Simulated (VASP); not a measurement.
SnSe, 4 atoms in the cell. Symmetry: P4/nmm, No. 129, tetragonal system. Conventional cell: a = 4.406 Å, b = 4.406 Å, c = 10.396 Å, α = 90.00°, β = 90.00°, γ = 90.00°. Sn (site symmetry 4mm) has 5 Se at 2.53 to 3.12 Å within 3.3 Å. Within 3.3 Å of Se (site symmetry 4mm) lie 5 Sn at 2.53 to 3.12 Å.  This cell differs from its parent crystal: ratio of the length along z to the lengths across it x 0.92, volume and fractional coordinates fixed.

* Program: VASP 6.6.1
* Task: single point
* Functional: LDA
* Potentials or basis: VASP PAW LDA potentials, release 64 (Sn_d, Se)
* Cutoff: 520 eV
* k mesh: 8 × 8 × 4
* Occupations: gaussian, width 0.05 eV
* Spin: no spin polarisation
* Dipole correction: no
* Further INCAR settings: ALGO = Normal; EDIFF = 1e-06; NBANDS = 28

Potentials or basis: VASP PAW LDA potentials, release 64 (Sn_d, Se).

Run with:

```console
$ cat potpaw_LDA.64/Sn_d/POTCAR potpaw_LDA.64/Se/POTCAR > POTCAR
$ mpirun -np 1 vasp_std > vasp.out
```

Hardware: 1 thread of Intel Xeon 8259CL (shared host).

Q: How long does it take, and how much memory?

A: Wall time 9.1 min on 1 thread of Intel Xeon 8259CL, with other jobs on the host, peak memory 0.39 GiB. Counts: scf iterations 17, k points 45.
